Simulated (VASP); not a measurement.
# CdSe (Fm-3m) in VASP: further runs

CdSe is run at these levels: PBE; tasks: single point.

All numbers are computed with VASP 6.6.1; they aren't measurements. Logs are shortened: lines on timing, memory, paths and dates and some standing lists are left out, and cuts for length are marked.

## Step 1: The cell of the first run

The structure is cubic, space group Fm-3m (No. 225). Conventional cell: a = 5.738 Å, b = 5.738 Å, c = 5.738 Å, α = 90.00°, β = 90.00°, γ = 90.00°. Cd (site symmetry m-3m) has 6 Se at 2.87 Å within 3.8 Å. Se (site symmetry m-3m) has 6 Cd at 2.87 Å within 3.8 Å.

## Step 2: Single point, PBE

The input, INCAR:

```
PREC = Accurate
ENCUT = 500
EDIFF = 1E-6
ISMEAR = 0
SIGMA = 0.05
LREAL = F
LASPH = T
NELM = 120
ALGO = Normal
ISIF = 2
LWAVE = F
LCHARG = F
GGA = PE
NBANDS = 16
GGA_COMPAT = F
```

The input, KPOINTS:

```
regular mesh
0
Gamma
  6 6 6
```

The input, POSCAR:

```
CdSe
1.0
    0.0000000000      2.8688342902      2.8688342902
    2.8688342902      0.0000000000      2.8688342902
    2.8688342902      2.8688342902      0.0000000000
Cd Se
1 1
Direct
    0.0000000000      0.0000000000      0.0000000000
    0.5000000000      0.5000000000      0.5000000000
```

Potentials or basis: VASP PAW PBE potentials, release 64 (Cd, Se).

On the command line:

```console
$ cat potpaw_PBE.64/Cd/POTCAR potpaw_PBE.64/Se/POTCAR > POTCAR
$ mpirun -np 1 vasp_std > vasp.out
```

OUTCAR:

```text
PREC = Accurate
   ENCUT = 500
   EDIFF = 1E-6
   ISMEAR = 0
   LREAL = F
   LASPH = T
   NELM = 120
   ISIF = 2
   GGA = PE

 ion  position               nearest neighbor table
   1  0.000  0.000  0.000-   2 2.87   2 2.87   2 2.87   2 2.87   2 2.87   2 2.87
   2  0.500  0.500  0.500-   1 2.87   1 2.87   1 2.87   1 2.87   1 2.87   1 2.87

  LATTYP: Found a face centered cubic cell.
 ALAT       =     5.7376685804

  Lattice vectors:

 A1 = (   0.0000000000,   2.8688342902,   2.8688342902)
 A2 = (   2.8688342902,   0.0000000000,   2.8688342902)
 A3 = (   2.8688342902,   2.8688342902,   0.0000000000)

Analysis of symmetry for initial positions (statically):
=====================================================================
 Subroutine PRICEL returns:
 Original cell was already a primitive cell.

 Routine SETGRP: Setting up the symmetry group for a
 face centered cubic supercell.

 Subroutine GETGRP returns: Found 48 space group operations
 (whereof 48 operations were pure point group operations)
 out of a pool of 48 trial point group operations.

The static configuration has the point symmetry O_h .

Analysis of symmetry for dynamics (positions and initial velocities):
=====================================================================
 Subroutine PRICEL returns:
 Original cell was already a primitive cell.

 Routine SETGRP: Setting up the symmetry group for a
 face centered cubic supercell.

 Subroutine GETGRP returns: Found 48 space group operations
 (whereof 48 operations were pure point group operations)
 out of a pool of 48 trial point group operations.

The dynamic configuration has the point symmetry O_h .

 Subroutine INISYM returns: Found 48 space group operations
 (whereof 48 operations are pure point group operations),
 and found     1 'primitive' translations

----------------------------------------------------------------------------------------

                                     Primitive cell

  volume of cell :      47.2222

  direct lattice vectors                    reciprocal lattice vectors
     0.000000000  2.868834290  2.868834290    -0.174286818  0.174286818  0.174286818
     2.868834290  0.000000000  2.868834290     0.174286818 -0.174286818  0.174286818
     2.868834290  2.868834290  0.000000000     0.174286818  0.174286818 -0.174286818

[... 70 lines left out ...]
   LSORBIT =      F    spin-orbit coupling
   LASPH  =      T    aspherical Exc in radial PAW
   ENCUT  =  500.0 eV  36.75 Ry    6.06 a.u.   7.40  7.40  7.40*2*pi/ulx,y,z
   NELM   =    120;   NELMIN=  2; NELMDL= -5     # of ELM steps
   EDIFF  = 0.1E-05   stopping-criterion for ELM
   LREAL  =      F    real-space projection
   EDIFFG = 0.1E-04   stopping-criterion for IOM
   NSW    =      0    number of steps for IOM
   IBRION =     -1    ionic relax: 0-MD 1-quasi-New 2-CG
   NFREE  =      0    steps in history (QN), initial steepest desc. (CG)
   ISIF   =      2    stress and relaxation
   ISYM   =      2    0-nonsym 1-usesym 2-fastsym
   POTIM  = 0.5000    time-step for ionic-motion
   TEBEG  =    0.0;   TEEND  =   0.0 temperature during run
   PSTRESS=    0.0 pullay stress
   NELECT =      18.0000    total number of electrons
   NUPDOWN=      -1.0000    fix difference up-down
   EMIN   =  10.00;   EMAX   =-10.00  energy-range for DOS
   EFERMI =   0.00;   METHOD = LEGACY
   ISMEAR =     0;   SIGMA  =   0.05  broadening in eV -4-tet -1-fermi 0-gaus
   EFERMI_NEDOS =   21; number of points for ismear=-14 and -15
   IALGO  =     38    algorithm
   IMIX   =      4    mixing-type and parameters
     AMIX     =   0.40;   BMIX     =  1.00
     AMIX_MAG =   1.60;   BMIX_MAG =  1.00
  volume/ion in A,a.u.               =      23.61       159.34
  Fermi-wavevector in a.u.,A,eV,Ry     =   1.186999  2.243102 19.170142  1.408966
  Thomas-Fermi vector in A             =   2.323159
   LORBIT       =      0    0 simple, 1 ext, 2 COOP (PROOUT), +10 PAW based schemes
   GGA     = PE    functional components
   LHFCALC =     F    Hartree Fock is set to
   AEXX    =    0.0000 exact exchange contribution
   IVDW    =     0    specifies the selected vdW correction
   LEPSILON=     F    determine dielectric tensor
   LRPA    =     F    only Hartree local field effects (RPA)
 non-spin polarized calculation
 Gauss-broadening in eV      SIGMA  =   0.05
  energy-cutoff  :      500.00
  volume of cell :       47.22
 maximum number of plane-waves:      1243
 NGX is ok and might be reduce to    30
   NGX = 15   NGY = 15   NGZ = 15

 number of electron      18.0000007 magnetization

 Free energy of the ion-electron system (eV)
  ---------------------------------------------------
  ext. energy  EPLUGINS =         0.00000000
  ---------------------------------------------------
  free energy    TOTEN  =        -5.19974824 eV

  energy without entropy =       -5.19822682  energy(sigma->0) =       -5.19898753

 E-fermi :   2.3037     XC(G=0): -10.0240

 val. band max:        2.2697434801   @ k =  -0.1667   0.1667   0.0000
 cond. band min:       2.4125479364   @ k =   0.0000   0.0000   0.0000
 fundamental gap:      0.1428044563
 Fermi energy:         2.3037334204

 k-point     1 :       0.0000    0.0000    0.0000
  band No.  band energies     occupation
      1     -10.6065      2.00000
      2      -5.6131      2.00000
      3      -5.6131      2.00000
      4      -5.5970      2.00000
      5      -5.5970      2.00000
      6      -5.5970      2.00000
[... 281 lines left out ...]
      3      -5.6513      2.00000
      4      -5.5080      2.00000
      5      -5.4079      2.00000
      6      -5.0344      2.00000
[... 8 lines left out ...]
     15      15.3189      0.00000
     16      17.2051      0.00000

------------------------ aborting loop because EDIFF is reached ----------------------------------------

  FORCE on cell =-STRESS in cart. coord.  units (eV):
  Direction    XX          YY          ZZ          XY          YZ          ZX
  --------------------------------------------------------------------------------------
  -------------------------------------------------------------------------------------
  Total        0.1025411      0.1025411      0.1025411     -0.0000000     -0.0000000      0.0000000
  in kB        3.4790624      3.4790624      3.4790624     -0.0000000     -0.0000000      0.0000000
  external PRESSURE =       3.4790624 kB  Pullay stress =       0.0000000 kB

 VOLUME and BASIS-vectors are now :
 -----------------------------------------------------------------------------
  energy-cutoff  :      500.00
  volume of cell :       47.22
      direct lattice vectors                 reciprocal lattice vectors
     0.000000000  2.868834290  2.868834290    -0.174286818  0.174286818  0.174286818
     2.868834290  0.000000000  2.868834290     0.174286818 -0.174286818  0.174286818
     2.868834290  2.868834290  0.000000000     0.174286818  0.174286818 -0.174286818

 POSITION                                       TOTAL-FORCE (eV/Angst)
 -----------------------------------------------------------------------------------
      0.00000      0.00000      0.00000         0.000000     -0.000000      0.000000
      2.86883      2.86883      2.86883        -0.000000      0.000000     -0.000000
 -----------------------------------------------------------------------------------
    total drift:                               -0.000000      0.000000      0.000000

  FREE ENERGIE OF THE ION-ELECTRON SYSTEM (eV)
  ---------------------------------------------------
  free  energy   TOTEN  =        -5.1997482362 eV

  energy  without entropy=       -5.1982268209  energy(sigma->0) =       -5.19898753
```

stdout:

```text
POSCAR found type information on POSCAR CdSe
 POSCAR found :  2 types and       2 ions
 scaLAPACK will be used
 LDA part: xc-table for (Slater+PW92), standard interpolation
 POSCAR, INCAR and KPOINTS ok, starting setup
 FFT: planning ... GRIDC
 FFT: planning ... GRID_SOFT
 FFT: planning ... GRID
 WAVECAR not read
 entering main loop
```

It took 27 s on 1 thread of Intel Xeon 8259CL, shared host; peak memory 0.17 GiB.

What came out:

* Free energy: -5.1997 eV
* Pressure: 0.3 GPa
* Band gap on the k mesh: zero (band 9 reaches 2.27 eV, above the bottom of band 10 at 1.86 eV)

(Part 1 of 2 ends here.)
